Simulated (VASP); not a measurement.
# ZrN (rocksalt type) (Fm-3m) in VASP: further runs

The runs below take ZrN (rocksalt type) through single point, relaxation of cell and atoms, with r2SCAN.

Program: VASP 6.6.1. These are calculated values, not measurements. Logs are shortened: lines on timing, memory, paths and dates and some standing lists are left out, and cuts for length are marked.

## 1. The cell of the first run

The structure is cubic, space group Fm-3m (No. 225). Conventional cell: a = 4.395 Å, b = 4.395 Å, c = 4.395 Å, α = 90.00°, β = 90.00°, γ = 90.00°. Zr (site symmetry m-3m) has 6 N at 2.20 Å within 2.9 Å. Within 2.9 Å of N (site symmetry m-3m) lie 6 Zr at 2.20 Å.

## 2. Single point, r2SCAN (10.61 Å³/atom)

POSCAR reads:

```
ZrN
1.0
    0.0000000000      2.1973922810      2.1973922810
    2.1973922810      0.0000000000      2.1973922810
    2.1973922810      2.1973922810      0.0000000000
Zr N
1 1
Direct
    0.0000000000      0.0000000000      0.0000000000
    0.5000000000      0.5000000000      0.5000000000
```

INCAR.step1 reads:

```
  PREC = Accurate
  ENCUT = 660
  ISMEAR = -1
  SIGMA = 0.05
  LREAL = F
  LASPH = T
  NELM = 120
  NBANDS = 16
  GGA = PE
  ALGO = Normal
  EDIFF = 1E-5
  LWAVE = T
  LCHARG = F
  GGA_COMPAT = F
```

INCAR.step2 reads:

```
  PREC = Accurate
  ENCUT = 660
  EDIFF = 1E-6
  ISMEAR = -1
  SIGMA = 0.05
  LREAL = F
  LASPH = T
  NELM = 120
  ALGO = Normal
  ISIF = 2
  LWAVE = F
  LCHARG = T
  METAGGA = R2SCAN
  LMIXTAU = T
  LELF = T
  LVHAR = T
  NBANDS = 16
  ISTART = 1
  GGA_COMPAT = F
```

KPOINTS reads:

```
Automatic mesh
0
Gamma
  15 15 15
```

Potentials or basis: VASP PAW PBE potentials, release 64 (Zr_sv, N).

Run with:

```console
$ cat potpaw_PBE.64/Zr_sv/POTCAR potpaw_PBE.64/N/POTCAR > POTCAR
$ cp INCAR.step1 INCAR
$ mpirun -np 1 vasp_std > vasp.out
$ cp INCAR.step2 INCAR
$ mpirun -np 1 vasp_std > vasp.out
```

OUTCAR:

```text
PREC = Accurate
   ENCUT = 660
   EDIFF = 1E-6
   ISMEAR = -1
   LREAL = F
   LASPH = T
   NELM = 120
   ISIF = 2
   METAGGA = R2SCAN
   ISTART = 1

 ion  position               nearest neighbor table
   1  0.000  0.000  0.000-   2 2.20   2 2.20   2 2.20   2 2.20   2 2.20   2 2.20
   2  0.500  0.500  0.500-   1 2.20   1 2.20   1 2.20   1 2.20   1 2.20   1 2.20

  LATTYP: Found a face centered cubic cell.
 ALAT       =     4.3947845620

  Lattice vectors:

 A1 = (   0.0000000000,   2.1973922810,   2.1973922810)
 A2 = (   2.1973922810,   0.0000000000,   2.1973922810)
 A3 = (   2.1973922810,   2.1973922810,   0.0000000000)

Analysis of symmetry for initial positions (statically):
=====================================================================
 Subroutine PRICEL returns:
 Original cell was already a primitive cell.

 Routine SETGRP: Setting up the symmetry group for a
 face centered cubic supercell.

 Subroutine GETGRP returns: Found 48 space group operations
 (whereof 48 operations were pure point group operations)
 out of a pool of 48 trial point group operations.

The static configuration has the point symmetry O_h .

Analysis of symmetry for dynamics (positions and initial velocities):
=====================================================================
 Subroutine PRICEL returns:
 Original cell was already a primitive cell.

 Routine SETGRP: Setting up the symmetry group for a
 face centered cubic supercell.

 Subroutine GETGRP returns: Found 48 space group operations
 (whereof 48 operations were pure point group operations)
 out of a pool of 48 trial point group operations.

The dynamic configuration has the point symmetry O_h .

 Subroutine INISYM returns: Found 48 space group operations
 (whereof 48 operations are pure point group operations),
 and found     1 'primitive' translations

----------------------------------------------------------------------------------------

                                     Primitive cell

  volume of cell :      21.2204

  direct lattice vectors                    reciprocal lattice vectors
     0.000000000  2.197392281  2.197392281    -0.227542439  0.227542439  0.227542439
     2.197392281  0.000000000  2.197392281     0.227542439 -0.227542439  0.227542439
     2.197392281  2.197392281  0.000000000     0.227542439  0.227542439 -0.227542439

  length of vectors
     3.107581966  3.107581966  3.107581966     0.394115066  0.394115066  0.394115066

  position of ions in fractional coordinates (direct lattice)
     0.000000000  0.000000000  0.000000000
     0.500000000  0.500000000  0.500000000

  ion indices of the primitive-cell ions
   primitive index   ion index
                 1           1
                 2           2

----------------------------------------------------------------------------------------

 KPOINTS: Automatic mesh

Automatic generation of k-mesh.
 Grid dimensions read from file:
 generate k-points for:   15   15   15

 Generating k-lattice:

  Cartesian coordinates                     Fractional coordinates (reciprocal lattice)
    -0.015169496  0.015169496  0.015169496     0.066666667  0.000000000  0.000000000
     0.015169496 -0.015169496  0.015169496     0.000000000  0.066666667  0.000000000
     0.015169496  0.015169496 -0.015169496     0.000000000  0.000000000  0.066666667

  Length of vectors
     0.026274338  0.026274338  0.026274338

  Shift w.r.t. Gamma in fractional coordinates (k-lattice)
     0.000000000  0.000000000  0.000000000

 Subroutine IBZKPT returns following result:
 ===========================================

 Found    120 irreducible k-points:

 Following reciprocal coordinates:
            Coordinates               Weight
  0.000000  0.000000  0.000000      1.000000
  0.066667  0.000000  0.000000      8.000000
  0.133333  0.000000  0.000000      8.000000
  0.200000  0.000000  0.000000      8.000000
  0.266667  0.000000  0.000000      8.000000
  0.333333  0.000000  0.000000      8.000000
[... 16 lines left out ...]
  0.133333  0.133333  0.000000      6.000000
  0.200000  0.133333  0.000000     24.000000
 [... further k-points ...]
   k-points           NKPTS =    120   k-points in BZ     NKDIM =    120   number of bands    NBANDS=     16
   number of dos      NEDOS =    301   number of ions     NIONS =      2
   total plane-waves  NPLWV =  21952
   dimension x,y,z NGX =    28 NGY =   28 NGZ =   28
   dimension x,y,z NGXF=    56 NGYF=   56 NGZF=   56
   ions per type =               1   1
   NGX,Y,Z   is equivalent  to a cutoff of  14.98, 14.98, 14.98 a.u.
   NGXF,Y,Z  is equivalent  to a cutoff of  29.96, 29.96, 29.96 a.u.
 SYSTEM =  unknown system
   PREC   = accura    normal or accurate (medium, high low for compatibility)
   ISTART =      1    job   : 0-new  1-cont  2-samecut
   ICHARG =      0    charge: 1-file 2-atom 10-const
   ISPIN  =      1    spin polarized calculation?
   LNONCOLLINEAR =      F non collinear calculations
   LSORBIT =      F    spin-orbit coupling
   LASPH  =      T    aspherical Exc in radial PAW
   ENCUT  =  660.0 eV  48.51 Ry    6.96 a.u.   6.51  6.51  6.51*2*pi/ulx,y,z
   NELM   =    120;   NELMIN=  2; NELMDL=  0     # of ELM steps
   EDIFF  = 0.1E-05   stopping-criterion for ELM
   LREAL  =      F    real-space projection
   EDIFFG = 0.1E-04   stopping-criterion for IOM
   NSW    =      0    number of steps for IOM
   IBRION =     -1    ionic relax: 0-MD 1-quasi-New 2-CG
   NFREE  =      0    steps in history (QN), initial steepest desc. (CG)
   ISIF   =      2    stress and relaxation
   ISYM   =      2    0-nonsym 1-usesym 2-fastsym
   POTIM  = 0.5000    time-step for ionic-motion
   TEBEG  =    0.0;   TEEND  =   0.0 temperature during run
   PSTRESS=    0.0 pullay stress
   NELECT =      17.0000    total number of electrons
   NUPDOWN=      -1.0000    fix difference up-down
   EMIN   =  10.00;   EMAX   =-10.00  energy-range for DOS
   EFERMI =   0.00;   METHOD = LEGACY
   ISMEAR =    -1;   SIGMA  =   0.05  broadening in eV -4-tet -1-fermi 0-gaus
   EFERMI_NEDOS =   21; number of points for ismear=-14 and -15
   IALGO  =     38    algorithm
   IMIX   =      4    mixing-type and parameters
     AMIX     =   0.40;   BMIX     =  1.00
     AMIX_MAG =   1.60;   BMIX_MAG =  1.00
  volume/ion in A,a.u.               =      10.61        71.60
  Fermi-wavevector in a.u.,A,eV,Ry     =   1.520455  2.873243 31.453719  2.311783
  Thomas-Fermi vector in A             =   2.629303
   LORBIT       =      0    0 simple, 1 ext, 2 COOP (PROOUT), +10 PAW based schemes
   METAGGA = R2SCAN    functional components
   LHFCALC =     F    Hartree Fock is set to
   AEXX    =    0.0000 exact exchange contribution
   IVDW    =     0    specifies the selected vdW correction
   LEPSILON=     F    determine dielectric tensor
   LRPA    =     F    only Hartree local field effects (RPA)
 non-spin polarized calculation
  energy-cutoff  :      660.00
  volume of cell :       21.22
 maximum number of plane-waves:       869
 NGX is ok and might be reduce to    28
   NGX = 13   NGY = 13   NGZ = 13

 number of electron      17.0000000 magnetization

 Free energy of the ion-electron system (eV)
  ---------------------------------------------------
  ext. energy  EPLUGINS =         0.00000000
  ---------------------------------------------------
  free energy    TOTEN  =       -35.47308393 eV

  energy without entropy =      -35.46845412  energy(sigma->0) =      -35.47076903

 E-fermi :  13.9142     XC(G=0): -14.0610

 val. band max:       13.9062509634   @ k =   0.1333   0.0000   0.0000
 cond. band min:      13.9143910626   @ k =   0.2667   0.0667   0.0000
 fundamental gap:      0.0081400992
 Fermi energy:        13.9141815218

 k-point     1 :       0.0000    0.0000    0.0000
  band No.  band energies     occupation
      1     -37.2553      2.00000
      2     -13.9985      2.00000
      3     -13.9985      2.00000
      4     -13.9985      2.00000
      5      -4.0662      2.00000
      6      10.6856      2.00000
[... 8 lines left out ...]
     15      23.7181      0.00000
     16      39.5339      0.00000

 k-point     2 :       0.0667    0.0000    0.0000
  band No.  band energies     occupation
      1     -37.2445      2.00000
      2     -14.0950      2.00000
      3     -14.0041      2.00000
      4     -14.0041      2.00000
      5      -3.9381      2.00000
      6      10.2807      2.00000
[... 8 lines left out ...]
     15      24.0853      0.00000
     16      38.3336      0.00000

 k-point     3 :       0.1333    0.0000    0.0000
  band No.  band energies     occupation
      1     -37.2136      2.00000
      2     -14.3575      2.00000
      3     -14.0200      2.00000
      4     -14.0200      2.00000
      5      -3.5829      2.00000
      6       9.3551      2.00000
[... 8 lines left out ...]
     15      25.0918      0.00000
     16      36.3788      0.00000

 k-point     4 :       0.2000    0.0000    0.0000
  band No.  band energies     occupation
      1     -37.1678      2.00000
      2     -14.7208      2.00000
      3     -14.0432      2.00000
      4     -14.0432      2.00000
      5      -3.0722      2.00000
      6       8.2696      2.00000
[... 8 lines left out ...]
     15      26.4593      0.00000
     16      34.7032      0.00000
[... 324 lines left out ...]
 k-point    22 :      -0.0667    0.0667    0.0000
  band No.  band energies     occupation
      1     -37.2270      2.00000
      2     -14.2262      2.00000
      3     -14.0483      2.00000
      4     -13.9977      2.00000
      5      -3.7391      2.00000
      6       9.6132      2.00000
[... 8 lines left out ...]
     15      24.6622      0.00000
     16      36.7729      0.00000

 k-point    23 :       0.1333    0.1333    0.0000
  band No.  band energies     occupation
      1     -37.1999      2.00000
      2     -14.3357      2.00000
      3     -14.0920      2.00000
      4     -14.0920      2.00000
      5      -3.4953      2.00000
      6       8.3702      2.00000
[... 8 lines left out ...]
     15      25.5184      0.00000
     16      35.8359      0.00000

 k-point    24 :       0.2000    0.1333    0.0000
  band No.  band energies     occupation
      1     -37.1659      2.00000
      2     -14.5642      2.00000
      3     -14.1360      2.00000
      4     -14.1166      2.00000
      5      -3.2018      2.00000
      6       7.7124      2.00000
[... 8 lines left out ...]
     15      26.5596      0.00000
     16      34.3511      0.00000

 [... further k-points ...]

------------------------ aborting loop because EDIFF is reached ----------------------------------------

  FORCE on cell =-STRESS in cart. coord.  units (eV):
  Direction    XX          YY          ZZ          XY          YZ          ZX
  --------------------------------------------------------------------------------------
  -------------------------------------------------------------------------------------
  Total        5.9071014      5.9071014      5.9071014      0.0000000      0.0000000      0.0000000
  in kB      445.9972983    445.9972983    445.9972983      0.0000000      0.0000000      0.0000000
  external PRESSURE =     445.9972983 kB  Pullay stress =       0.0000000 kB

 VOLUME and BASIS-vectors are now :
 -----------------------------------------------------------------------------
  energy-cutoff  :      660.00
  volume of cell :       21.22
      direct lattice vectors                 reciprocal lattice vectors
     0.000000000  2.197392281  2.197392281    -0.227542439  0.227542439  0.227542439
     2.197392281  0.000000000  2.197392281     0.227542439 -0.227542439  0.227542439
     2.197392281  2.197392281  0.000000000     0.227542439  0.227542439 -0.227542439

 POSITION                                       TOTAL-FORCE (eV/Angst)
 -----------------------------------------------------------------------------------
      0.00000      0.00000      0.00000         0.000000     -0.000000      0.000000
      2.19739      2.19739      2.19739        -0.000000      0.000000     -0.000000
 -----------------------------------------------------------------------------------
    total drift:                                0.000000      0.000000      0.000000

  FREE ENERGIE OF THE ION-ELECTRON SYSTEM (eV)
  ---------------------------------------------------
  free  energy   TOTEN  =       -35.4730839341 eV

  energy  without entropy=      -35.4684541244  energy(sigma->0) =      -35.47076903
```

It took 2.8 min on 1 thread of Intel Xeon Platinum 8488C (Sapphire Rapids), shared host; peak memory 0.21 GiB.

What came out:

| Item | Value |
| --- | --- |
| Free energy | -35.4731 eV |
| Pressure | 44.6 GPa |
| Band gap on the k mesh | zero (an odd number of electrons rules out a gap without spin polarisation) |

Caveat: the cell stands under pressure; the PAW data sets were made with another functional, which shifts forces and pressure a little.

## 3. Single point, r2SCAN (11.33 Å³/atom)

This run uses another cell than the first one, of 11.33 Å³/atom.

POSCAR reads:

```
ZrN
1.0
    0.0000000000      2.2462391296      2.2462391296
    2.2462391296      0.0000000000      2.2462391296
    2.2462391296      2.2462391296      0.0000000000
Zr N
1 1
Direct
    0.0000000000      0.0000000000      0.0000000000
    0.5000000000      0.5000000000      0.5000000000
```

INCAR.step1 reads:

```
  ALGO = Normal
  EDIFF = 1E-5
  ENCUT = 660
  GGA = PE
  GGA_COMPAT = F
  ISMEAR = -1
  LASPH = T
  LCHARG = F
  LREAL = F
  LWAVE = T
  NBANDS = 16
  NELM = 120
  PREC = Accurate
  SIGMA = 0.05
```

INCAR.step2 reads:

```
  ALGO = Normal
  EDIFF = 1E-6
  ENCUT = 660
  GGA_COMPAT = F
  ISIF = 2
  ISMEAR = -1
  ISTART = 1
  LASPH = T
  LCHARG = F
  LMIXTAU = T
  LREAL = F
  LWAVE = F
  METAGGA = R2SCAN
  NBANDS = 16
  NELM = 120
  PREC = Accurate
  SIGMA = 0.05
```

KPOINTS reads:

```
k-points
0
Gamma
  15 15 15
```

Potentials or basis: VASP PAW PBE potentials, release 64 (Zr_sv, N).

Run with:

```console
$ cat potpaw_PBE.64/Zr_sv/POTCAR potpaw_PBE.64/N/POTCAR > POTCAR
$ cp INCAR.step1 INCAR
$ mpirun -np 1 vasp_std > vasp.out
$ cp INCAR.step2 INCAR
$ mpirun -np 1 vasp_std > vasp.out
```

Wall time 3.5 min (1 thread of Intel Xeon Platinum 8488C (Sapphire Rapids), shared host); peak memory 0.21 GiB.

Results (log left out):

| Property | Result |
| --- | --- |
| Free energy | -35.7548 eV |
| Pressure | 19.0 GPa |
| Band gap on the k mesh | zero (an odd number of electrons rules out a gap without spin polarisation) |

Levels at points of the mesh, in eV from the Fermi level:
```tsv
k point	band 5	band 6	band 7	band 8	band 9	band 10	band 11	band 12	band 13	band 14
(0.00, 0.00, 0.00)	-17.72	-3.14	-3.14	-3.14	-0.44	-0.44	-0.44	1.78	1.78	3.83
```

Caveat: the cell stands under pressure; the PAW data sets were made with another functional, which shifts forces and pressure a little.

## 4. Single point, r2SCAN (11.33 Å³/atom)

This run uses another cell than the first one, of 11.33 Å³/atom.

POSCAR is that of step 3.

INCAR.step1 reads:

```
SYSTEM = ZrN
PREC = Accurate ; ENCUT = 660
ISMEAR = -1 ; SIGMA = 0.05
LREAL = .False. ; LASPH = .True.
NELM = 120 ; NBANDS = 16
GGA = PE ; ALGO = Normal
EDIFF = 1E-5 ; LWAVE = .True.
LCHARG = .False. ; GGA_COMPAT = .False.
```

INCAR.step2 reads:

```
SYSTEM = ZrN
PREC = Accurate ; ENCUT = 660
EDIFF = 1E-6 ; ISMEAR = -1
SIGMA = 0.05 ; LREAL = .False.
LASPH = .True. ; NELM = 120
ALGO = Normal ; ISIF = 2
LWAVE = .False. ; LCHARG = .False.
METAGGA = R2SCAN ; LMIXTAU = .True.
NBANDS = 16 ; ISTART = 1
GGA_COMPAT = .False.
```

KPOINTS reads:

```
regular mesh
0
Gamma
  15 15 15
  0 0 0
```

Run with:

```console
$ cat potpaw_PBE.64/Zr_sv/POTCAR potpaw_PBE.64/N/POTCAR > POTCAR
$ cp INCAR.step1 INCAR
$ mpirun -np 1 vasp_std > vasp.out
$ cp INCAR.step2 INCAR
$ mpirun -np 1 vasp_std > vasp.out
```

It took 3.1 min on 1 thread of Intel Xeon Platinum 8488C (Sapphire Rapids), shared host; peak memory 0.21 GiB.

The run converged. Its results:

```yaml
Free_energy: -35.7548 eV
Pressure: 19.0 GPa
Band_gap_on_the_k_mesh: zero (an odd number of electrons rules out a gap without spin polarisation)
```

Levels at points of the mesh, in eV from the Fermi level:
| k point | band 6 | band 7 | band 8 | band 9 | band 10 | band 11 | band 12 | band 13 |
| --- | --- | --- | --- | --- | --- | --- | --- | --- |
| (0.00, 0.00, 0.00) | -3.14 | -3.14 | -3.14 | -0.44 | -0.44 | -0.44 | 1.78 | 1.78 |

Caveat: the cell stands under pressure; the PAW data sets were made with another functional, which shifts forces and pressure a little.

## 5. Single point, r2SCAN

This run uses another cell than the first one, of 12.06 Å³/atom.

POSCAR reads:

```
ZrN
1.0
    0.0000000000      2.2930491865      2.2930491865
    2.2930491865      0.0000000000      2.2930491865
    2.2930491865      2.2930491865      0.0000000000
Zr N
1 1
Direct
    0.0000000000      0.0000000000      0.0000000000
    0.5000000000      0.5000000000      0.5000000000
```

INCAR.step1 reads:

```
  PREC = Accurate
  ENCUT = 660
  ISMEAR = -1
  SIGMA = 0.05
  LREAL = F
  LASPH = T
  NELM = 120
  NBANDS = 16
  GGA = PE
  ALGO = Normal
  EDIFF = 1E-5
  LWAVE = T
  LCHARG = F
  GGA_COMPAT = F
```

INCAR.step2 reads:

```
  PREC = Accurate
  ENCUT = 660
  EDIFF = 1E-6
  ISMEAR = -1
  SIGMA = 0.05
  LREAL = F
  LASPH = T
  NELM = 120
  ALGO = Normal
  ISIF = 2
  LWAVE = F
  LCHARG = F
  METAGGA = R2SCAN
  LMIXTAU = T
  NBANDS = 16
  ISTART = 1
  GGA_COMPAT = F
```

KPOINTS reads:

```
regular mesh
0
Gamma
  15 15 15
```

Run with:

```console
$ cat potpaw_PBE.64/Zr_sv/POTCAR potpaw_PBE.64/N/POTCAR > POTCAR
$ cp INCAR.step1 INCAR
$ mpirun -np 1 vasp_std > vasp.out
$ cp INCAR.step2 INCAR
$ mpirun -np 1 vasp_std > vasp.out
```

It took 3.5 min on 1 thread of Intel Xeon Platinum 8488C (Sapphire Rapids), shared host; peak memory 0.21 GiB.

Results (log left out):

* Free energy: -35.8384 eV
* Pressure: 0.3 GPa
* Band gap on the k mesh: zero (an odd number of electrons rules out a gap without spin polarisation)

Levels at points of the mesh, in eV from the Fermi level:
```tsv
k point	band 6	band 7	band 8	band 9	band 10	band 11	band 12	band 13
(0.00, 0.00, 0.00)	-3.04	-3.04	-3.04	-0.40	-0.40	-0.40	1.64	1.64
```

Caveat: the PAW data sets were made with another functional, which shifts forces and pressure a little.

(Part 1 of 2 ends here.)
